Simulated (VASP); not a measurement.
Here is a VASP 6.6.1 calculation.

The input POSCAR:

```
GaN
1.0
   -0.0112447627      2.2489525487      2.2489525487
    2.2489525487     -0.0112447627      2.2489525487
    2.2377077859      2.2377077859      0.0000000000
Ga N
1 1
Direct
   -0.0007240356     -0.0007240356      0.0007240356
    0.2507240356      0.2507240356      0.2492759644
```

The input INCAR.step1:

```
PREC = Accurate ; ENCUT = 520
ISMEAR = 0 ; SIGMA = 0.01
LREAL = F ; LASPH = T
NELM = 100 ; NBANDS = 16
GGA = PE ; ALGO = Normal
EDIFF = 1E-4 ; LWAVE = T
LCHARG = F
```

The input INCAR.step2:

```
PREC = Accurate ; ENCUT = 520
EDIFF = 1E-6 ; ISMEAR = 0
SIGMA = 0.01 ; LREAL = F
LASPH = T ; NELM = 100
ALGO = Normal ; ISIF = 2
LWAVE = F ; LCHARG = F
METAGGA = R2SCAN ; LMIXTAU = T
NBANDS = 16 ; ISTART = 1
```

Contents of KPOINTS:

```
regular mesh
0
Gamma
  10 10 10
```

Potentials or basis: VASP PAW PBE potentials, release 64 (Ga_d, N).

Command:

```console
$ cat potpaw_PBE.64/Ga_d/POTCAR potpaw_PBE.64/N/POTCAR > POTCAR
$ cp INCAR.step1 INCAR
$ mpirun -np 1 vasp_std > vasp.out
$ cp INCAR.step2 INCAR
$ mpirun -np 1 vasp_std > vasp.out
```

Predict the pressure.

1.1 GPa.

Estimate the largest force.

0.003 eV/Å.

Predict the band gap on the k mesh.

2.12 eV, direct.

Forces in eV/Å, atoms in the order of the input:
```
Ga   0.000  0.000 -0.003
N    0.000  0.000  0.003
```

Caveat: the cell differs from its parent crystal (shear xy strain -1.0%); the PAW data sets were made with another functional, which shifts forces and pressure a little.
